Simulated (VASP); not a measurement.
# InSb (F-43m) in VASP: further runs, part 3 of 3

VASP 6.6.1. The steps go on from the part before.

### Step 5. Electric field gradients, PBEsol

The input, INCAR:

```
SYSTEM = InSb
PREC = Accurate
ENCUT = 400
EDIFF = 1E-8
ISMEAR = -1
SIGMA = 0.05
LREAL = .FALSE.
LASPH = .TRUE.
NELM = 120
ALGO = Normal
ISIF = 2
LWAVE = .FALSE.
LCHARG = .FALSE.
GGA = PS
LEFG = .TRUE.
NBANDS = 86
GGA_COMPAT = .FALSE.
```

The input, KPOINTS:

```
regular mesh
0
G
  5 5 5
  0 0 0
```

The input, POSCAR:

```
InSb
1.0
    0.0000000000      6.4782000000      6.4782000000
    6.4782000000      0.0000000000      6.4782000000
    6.4782000000      6.4782000000      0.0000000000
In Sb
8 8
Direct
    0.0000000000      0.0000000000      0.0000000000
    0.0000000000      0.0000000000      0.5000000000
    0.0000000000      0.5000000000      0.0000000000
    0.0000000000      0.5000000000      0.5000000000
    0.5000000000      0.0000000000      0.0000000000
    0.5000000000      0.0000000000      0.5000000000
    0.5000000000      0.5000000000      0.0000000000
    0.5000000000      0.5000000000      0.5000000000
    0.1250000000      0.1250000000      0.1250000000
    0.1250000000      0.1250000000      0.6250000000
    0.1250000000      0.6250000000      0.1250000000
    0.1250000000      0.6250000000      0.6250000000
    0.6250000000      0.1250000000      0.1250000000
    0.6250000000      0.1250000000      0.6250000000
    0.6250000000      0.6250000000      0.1250000000
    0.6250000000      0.6250000000      0.6250000000
```

Potentials or basis: VASP PAW PBE potentials, release 64 (In_d, Sb).

Launch:

```bash
cat potpaw_PBE.64/In_d/POTCAR potpaw_PBE.64/Sb/POTCAR > POTCAR
mpirun -np 1 vasp_std > vasp.out
```

OUTCAR:

```text
SYSTEM = InSb
   PREC = Accurate
   ENCUT = 400
   EDIFF = 1E-8
   ISMEAR = -1
   LREAL = .FALSE.
   LASPH = .TRUE.
   NELM = 120
   ISIF = 2
   GGA = PS

 ion  position               nearest neighbor table
   1  0.000  0.000  0.000-   9 2.81  10 2.81  11 2.81  13 2.81
   2  0.000  0.000  0.500-   9 2.81  10 2.81  12 2.81  14 2.81
   3  0.000  0.500  0.000-   9 2.81  11 2.81  12 2.81  15 2.81
   4  0.000  0.500  0.500-  10 2.81  11 2.81  12 2.81  16 2.81
   5  0.500  0.000  0.000-   9 2.81  13 2.81  14 2.81  15 2.81
   6  0.500  0.000  0.500-  10 2.81  13 2.81  14 2.81  16 2.81
[... 8 lines left out ...]
  15  0.625  0.625  0.125-   3 2.81   5 2.81   7 2.81   8 2.81
  16  0.625  0.625  0.625-   4 2.81   6 2.81   7 2.81   8 2.81
[... 6 lines left out ...]
 A1 = (   0.0000000000,   6.4782000000,   6.4782000000)
 A2 = (   6.4782000000,   0.0000000000,   6.4782000000)
 A3 = (   6.4782000000,   6.4782000000,   0.0000000000)

Analysis of symmetry for initial positions (statically):
=====================================================================
 Subroutine PRICEL returns following result:

  LATTYP: Found a face centered cubic cell.
 ALAT       =     6.4782000000

  Lattice vectors:

 A1 = (   0.0000000000,   3.2391000000,   3.2391000000)
 A2 = (   3.2391000000,   0.0000000000,   3.2391000000)
 A3 = (   3.2391000000,   3.2391000000,   0.0000000000)

   8 primitive cells build up your supercell.

 Routine SETGRP: Setting up the symmetry group for a
 face centered cubic supercell.

 Subroutine GETGRP returns: Found 24 space group operations
 (whereof 24 operations were pure point group operations)
 out of a pool of 48 trial point group operations.

The static configuration has the point symmetry T_d .

Analysis of symmetry for dynamics (positions and initial velocities):
[... 1046 lines left out ...]
     0.000000000  6.478200000  6.478200000    -0.077181933  0.077181933  0.077181933
     6.478200000  0.000000000  6.478200000     0.077181933 -0.077181933  0.077181933
     6.478200000  6.478200000  0.000000000     0.077181933  0.077181933 -0.077181933

 POSITION                                       TOTAL-FORCE (eV/Angst)
 -----------------------------------------------------------------------------------
      0.00000      0.00000      0.00000        -0.000000     -0.000000     -0.000000
      3.23910      3.23910      0.00000        -0.000000     -0.000000     -0.000000
      3.23910      0.00000      3.23910        -0.000000     -0.000000     -0.000000
      6.47820      3.23910      3.23910        -0.000000     -0.000000     -0.000000
      0.00000      3.23910      3.23910        -0.000000     -0.000000     -0.000000
      3.23910      6.47820      3.23910        -0.000000     -0.000000     -0.000000
[... 8 lines left out ...]
      4.85865      4.85865      8.09775         0.000000      0.000000     -0.000000
      8.09775      8.09775      8.09775         0.000000      0.000000      0.000000
 -----------------------------------------------------------------------------------
    total drift:                                0.000005      0.000005      0.000003

  FREE ENERGIE OF THE ION-ELECTRON SYSTEM (eV)
  ---------------------------------------------------
  free  energy   TOTEN  =       -61.5677279061 eV

  energy  without entropy=      -61.5648822682  energy(sigma->0) =      -61.56630509

 Electric field gradients (V/A^2)
---------------------------------------------------------------------
 ion       V_xx      V_yy      V_zz      V_xy      V_xz      V_yz
---------------------------------------------------------------------
   1      -0.000    -0.000     0.000    -0.000    -0.000    -0.000
   2      -0.000    -0.000     0.000    -0.000    -0.000    -0.000
   3      -0.000    -0.000     0.000    -0.000    -0.000    -0.000
   4      -0.000    -0.000     0.000    -0.000    -0.000    -0.000
   5      -0.000    -0.000     0.000    -0.000    -0.000    -0.000
   6      -0.000    -0.000     0.000    -0.000    -0.000    -0.000
[... 8 lines left out ...]
  15       0.000     0.000    -0.000     0.000     0.000     0.000
  16       0.000     0.000    -0.000     0.000     0.000     0.000
---------------------------------------------------------------------

 Electric field gradients after diagonalization (V/A^2)
 (convention: |V_zz| > |V_xx| > |V_yy|)
----------------------------------------------------------------------
 ion       V_xx      V_yy      V_zz     asymmetry (V_yy - V_xx)/ V_zz
----------------------------------------------------------------------
   1       0.000     0.000    -0.001       0.000
   2       0.000     0.000    -0.001       0.000
   3       0.000     0.000    -0.001       0.000
   4       0.000     0.000    -0.001       0.000
   5       0.000     0.000    -0.001       0.000
   6       0.000     0.000    -0.001       0.000
[... 8 lines left out ...]
  15      -0.000    -0.000     0.000       0.000
  16      -0.000    -0.000     0.000       0.000
----------------------------------------------------------------------

           NMR quadrupolar parameters

 Cq : quadrupolar parameter    Cq=e*Q*V_zz/h
 eta: asymmetry parameters     (V_yy - V_xx)/ V_zz
 Q  : nuclear electric quadrupole moment in mb (millibarn)
----------------------------------------------------------------------
 ion       Cq(MHz)       eta       Q (mb)
----------------------------------------------------------------------
   1      -0.000       0.000       1.000
   2      -0.000       0.000       1.000
   3      -0.000       0.000       1.000
   4      -0.000       0.000       1.000
   5      -0.000       0.000       1.000
   6      -0.000       0.000       1.000
[... 8 lines left out ...]
  15       0.000       0.000       1.000
  16       0.000       0.000       1.000
----------------------------------------------------------------------
```

OSZICAR:

```text
N       E                     dE             d eps       ncg     rms          rms(c)
DAV:   1     0.130194259938E+04    0.13019E+04   -0.51759E+04  1720   0.143E+03
DAV:   2     0.109245829799E+03   -0.11927E+04   -0.11586E+04  1800   0.404E+02
[... 12 lines left out ...]
DAV:  15    -0.615677278175E+02   -0.22576E-06   -0.26744E-07  1648   0.216E-03    0.111E-03
DAV:  16    -0.615677278986E+02   -0.81138E-07   -0.71495E-08  1764   0.912E-04    0.311E-04
DAV:  17    -0.615677279206E+02   -0.21993E-07   -0.51113E-09  1022   0.425E-04    0.107E-04
DAV:  18    -0.615677278991E+02    0.21482E-07   -0.31971E-09  1016   0.519E-04    0.144E-04
DAV:  19    -0.615677279124E+02   -0.13273E-07   -0.12672E-09  1022   0.308E-04    0.158E-04
DAV:  20    -0.615677279061E+02    0.62446E-08   -0.51752E-10  1010   0.176E-04
   1 F= -.61567728E+02 E0= -.61566305E+02  d E =-.284564E-02
```

stdout:

```text
POSCAR found type information on POSCAR InSb
 POSCAR found :  2 types and      16 ions
 scaLAPACK will be used
 -----------------------------------------------------------------------------
|                                                                             |
|                                                                             |
|     You enforced a specific xc type in the INCAR file but a different       |
|     I HOPE YOU KNOW WHAT YOU ARE DOING!                                     |
|                                                                             |
 -----------------------------------------------------------------------------

 LDA part: xc-table for (Slater+PW92), standard interpolation
 POSCAR, INCAR and KPOINTS ok, starting setup
 FFT: planning ... GRIDC
 FFT: planning ... GRID_SOFT
 FFT: planning ... GRID
 WAVECAR not read
 entering main loop
ion   1

ion   2

ion   3

ion   4

ion   5

ion   6

ion   7

ion   8

ion   9

ion  10

ion  11

ion  12

ion  13

ion  14

ion  15

ion  16
```

Run time: 15 min. Hardware: 1 thread of AMD EPYC 7R43 (Zen 3), shared host; peak memory 0.58 GiB.

Results:

```
Free energy                             : -61.5677 eV
Pressure                                : 0.9 GPa
Band gap on the k mesh                  : zero (filled and empty bands touch)
Largest electric field gradient by atom : zero within the noise of the run
```

Caveat: semilocal functionals underestimate gaps, so a narrow gap can read as zero; the PAW data sets were made with another functional, which shifts forces and pressure a little; spin-orbit coupling is left out, which moves the levels of the heavy elements.

### Step 6. Summary

| level | potentials or basis | cell | cutoff (eV) | gap on the mesh (eV) | pressure (GPa) |
| --- | --- | --- | --- | --- | --- |
| PBEsol | VASP PAW PBE potentials, release 64 (In_d, Sb) | a = 9.162 Å, angles 60.0°, 16 atoms, atomic positions A | 400 | none | 0.9 |
| LDA | VASP PAW LDA potentials, release 64 (In_d, Sb) | a = 9.162 Å, angles 60.0°, 16 atoms, atomic positions A | 400 | none | -0.5 |
| PBEsol | VASP PAW PBE potentials, release 64 (In_d, Sb) | a = 6.478 Å, 8 atoms, atomic positions B | 520 | none | 0.9 |

Alike in all rows: task electric field gradients; no spin polarisation; k mesh 5 × 5 × 5; smearing fermi-dirac 0.05 eV.

Caveats: semilocal functionals underestimate gaps, so a narrow gap can read as zero; spin-orbit coupling is left out, which moves the levels of the heavy elements; the PAW data sets were made with another functional, which shifts forces and pressure a little (at least some runs).

Total energies depend on the potentials used, so only differences within one code and one set of settings carry meaning.

### Step 7. Comparison with measurements

Step 2. Against the measured gap of InSb, 0.24 eV (quoted in “Electronic Structure and Epitaxy of CdTe Shells on InSb Nanowires”, 2021, arxiv:2111.05126), the calculated 0.00 eV is off by -0.24 eV. Spin-orbit coupling on In, Sb is left out. The value is that of PBEsol on a finite k mesh, which can miss the band edges, without temperature or zero-point motion. Semilocal functionals fall short of measured gaps as a rule.

Step 3. Against the measured gap of InSb, 0.24 eV (quoted in “Electronic Structure and Epitaxy of CdTe Shells on InSb Nanowires”, 2021, arxiv:2111.05126), the calculated 0.00 eV is off by -0.24 eV. Spin-orbit coupling on In, Sb is left out. The value is that of LDA on a finite k mesh, which can miss the band edges, without temperature or zero-point motion. Semilocal functionals fall short of measured gaps as a rule.

Step 4. A measured gap of InSb is 0.24 eV (quoted in “Electronic Structure and Epitaxy of CdTe Shells on InSb Nanowires”, 2021, arxiv:2111.05126); the calculated 0.00 eV misses it by -0.24 eV. Spin-orbit coupling on In, Sb is left out. The value is that of PBEsol on a finite k mesh, which can miss the band edges, without temperature or zero-point motion. Semilocal functionals fall short of measured gaps as a rule.

Step 5. Against the measured gap of InSb, 0.24 eV (quoted in “Electronic Structure and Epitaxy of CdTe Shells on InSb Nanowires”, 2021, arxiv:2111.05126), the calculated 0.00 eV is off by -0.24 eV. Spin-orbit coupling on In, Sb is left out. The value is that of PBEsol on a finite k mesh, which can miss the band edges, without temperature or zero-point motion. Semilocal functionals fall short of measured gaps as a rule.
